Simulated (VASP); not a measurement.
Runs of VASP 6.6.1 on Hf. The structure is that of space group P6_3/mmc (No. 194), or close to it. The cells are those of the table. 

```tsv
task	cell	k mesh	cutoff (eV)	gap on the mesh (eV)	pressure (GPa)
single point	a = 3.087, b = 3.087, c = 4.886 Å, angles 90.0, 90.0, 120.0°, 2 atoms	6 × 6 × 4	520	none	(a)
single point	a = 3.159, b = 3.159, c = 5.001 Å, angles 90.0, 90.0, 120.0°, 2 atoms	18 × 18 × 8	520	none	-0.4
relaxation of cell and atoms	relaxed from a = 3.087, b = 3.087, c = 4.886 Å, angles 90.0, 90.0, 120.0°, 2 atoms	6 × 6 × 4	600	none	-0.1
single point	a = 3.152, b = 3.152, c = 5.020 Å, angles 90.0, 90.0, 120.0°, 2 atoms	6 × 6 × 4	520	none	-0.3
```

Alike in all rows: level PBEsol; potentials or basis VASP PAW PBE potentials, release 64 (Hf_pv); no spin polarisation; smearing gaussian 0.1 eV.

**Question.** Fill in the values left out.

**Answer.** (a) 8.1.

Caveats: some runs use coarse meshes; the PAW data sets were made with another functional, which shifts forces and pressure a little; spin-orbit coupling is left out, which moves the levels of the heavy elements.

A k mesh can miss the band edges, and the runs leave out spin-orbit coupling on Hf.

A gap of «none» marks levels without a gap at the run's occupations.
